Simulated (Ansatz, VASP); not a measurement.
## PbS: VASP beside Ansatz

```
CELL_PARAMETERS angstrom
0.00000 2.95156 2.95156
2.95156 0.00000 2.95156
2.95156 2.95156 0.00000
ATOMIC_POSITIONS crystal
Pb 0.50000 0.50000 0.50000
S 0.00000 0.00000 0.00000
```

Alike in both runs: task single point; functional PBEsol; k mesh 10 × 10 × 10; occupations gaussian, width 0.05 eV; no spin polarisation.

|  | VASP | Ansatz |
| --- | --- | --- |
| version | VASP 6.6.1 | Ansatz 0.2.0 |
| potentials or method | VASP PAW PBE potentials, release 64 (Pb_d, S), cutoff 520 eV | scalar-relativistic, plane waves, PAW |
| valence electrons in the cell | 20 | 20 |

VASP gave:

| Item | Value |
| --- | --- |
| pressure (GPa) | -0.1 |

**Question.** What did Ansatz give for the same quantities?

**Answer.** Pressure (GPa): 0.0.

VASP's potentials were made for PBE, not for PBEsol.

Spin-orbit coupling is off throughout.
